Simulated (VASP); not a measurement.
Input of a VASP 6.6.1 run:

File POSCAR:

```
ZrB
1.0
    0.0000000000      2.3250000000      2.3250000000
    2.3250000000      0.0000000000      2.3250000000
    2.3250000000      2.3250000000      0.0000000000
Zr B
1 1
Direct
    0.0000000000      0.0000000000      0.0000000000
    0.5000000000      0.5000000000      0.5000000000
```

The input INCAR.step1:

```
PREC     = Accurate       # precision mode
ENCUT    = 520            # plane-wave cutoff, eV
EDIFF    = 1E-5           # SCF threshold, eV
ISMEAR   = -1             # smearing method
SIGMA    = 0.05           # smearing width, eV
LREAL    = False          # projectors in reciprocal space
LASPH    = True           # aspherical terms in the spheres
NELM     = 100            # most SCF steps
ALGO     = Normal         # electronic algorithm
ISIF     = 2              # what is computed and relaxed
LWAVE    = True           # write WAVECAR
LCHARG   = False          # write CHGCAR
NBANDS   = 14             # bands
GGA      = PE             # functional
```

The input INCAR.step2:

```
PREC     = Accurate       # precision mode
ENCUT    = 520            # plane-wave cutoff, eV
EDIFF    = 1E-7           # SCF threshold, eV
ISMEAR   = -1             # smearing method
SIGMA    = 0.05           # smearing width, eV
LREAL    = False          # projectors in reciprocal space
LASPH    = True           # aspherical terms in the spheres
NELM     = 100            # most SCF steps
ALGO     = Normal         # electronic algorithm
ISIF     = 2              # what is computed and relaxed
LWAVE    = False          # write WAVECAR
LCHARG   = False          # write CHGCAR
GGA      = PE             # functional
LHFCALC  = True           # exact exchange
AEXX     = 0.25           # exact-exchange fraction
HFSCREEN = 0.2078699      # screening, 1/A
PRECFOCK = Normal       
NBANDS   = 14             # bands
ISTART   = 1
```

KPOINTS

```
regular mesh
0
Gamma
  6 6 6
```

Potentials or basis: VASP PAW PBE potentials, release 64 (Zr_sv, B).

The run is started by

```sh
$ cat potpaw_PBE.64/Zr_sv/POTCAR potpaw_PBE.64/B/POTCAR > POTCAR
$ cp INCAR.step1 INCAR
$ mpirun -np 1 vasp_std > vasp.out
$ cp INCAR.step2 INCAR
$ mpirun -np 1 vasp_std > vasp.out
```

Task: Predict the band gap on the k mesh.

Result: Zero (an odd number of electrons rules out a gap without spin polarisation).

Task: Estimate the pressure.

Result: 34.0 GPa.

Caveat: the k points lie up to 0.39 Å⁻¹ apart, too coarse for converged energies and pressures of a metal; the PAW data sets were made with another functional, which shifts forces and pressure a little.
